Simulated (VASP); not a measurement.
# Ti: relaxation of cell and atoms with LDA

Crystal: Ti.

```
CELL_PARAMETERS angstrom
-1.64100 1.64100 1.64100
1.64100 -1.64100 1.64100
1.64100 1.64100 -1.64100
ATOMIC_POSITIONS crystal
Ti 0.00000 0.00000 0.00000
```

```
Program                : VASP 6.6.1
Task                   : relaxation of cell and atoms
Functional             : LDA
Potentials or basis    : VASP PAW LDA potentials, release 64 (Ti_sv)
Cutoff                 : 600 eV
k mesh                 : 13 × 13 × 13
Occupations            : fermi-dirac, width 0.15 eV
Spin                   : no spin polarisation
Dipole correction      : no
Further INCAR settings : ALGO = Normal; EDIFF = 1e-06; IBRION = 2; EDIFFG = -0.02; NSW = 80; ISIF = 3
```

```yaml
Relaxed_volume: 15.97 Å³/atom
Relaxed_cell: a = 2.748 Å, b = 2.748 Å, c = 2.748 Å, α = 109.47°, β = 109.47°, γ = 109.47°
Space_group_after_relaxing_to_0.05_Å: Im-3m (No. 229)
Energy_gained_by_relaxing: 57.3 meV/atom
Ionic_steps: 3
Pressure_after_relaxing: 0.0 GPa
Band_gap_on_the_k_mesh: zero (band 6 reaches 9.77 eV, above the bottom of band 7 at 8.22 eV)
```

Step by step:
| step | energy change (eV) | largest force (eV/Å) | pressure (GPa) | volume (Å³) |
| --- | --- | --- | --- | --- |
| 1 | 0.0000 | 0.0000 | -9.93 | 17.68 |
| 2 | -0.0352 | 0.0000 | 7.87 | 15.02 |
| 3 | -0.0573 | 0.0000 | 0.04 | 15.97 |

Final structure:
```
Ti
1.0
    -1.58633    1.58633    1.58633
     1.58633   -1.58633    1.58633
     1.58633    1.58633   -1.58633
Ti
1
Direct
  0.00000 0.00000 0.00000
```

Levels at points of the mesh, in eV from the Fermi level:
```csv
k point,band 3,band 4,band 5,band 6,band 7,band 8,band 9,band 10
"(0.00, 0.00, 0.00)",-31.79,-31.79,-6.04,1.02,1.02,1.02,2.99,2.99
```

It took 63 s on 1 thread of Intel Xeon 6975P-C (shared host), peak memory 0.15 GiB.

LDA usually gives volumes a few per cent too small. Zero-point motion and thermal expansion aren't in these numbers.
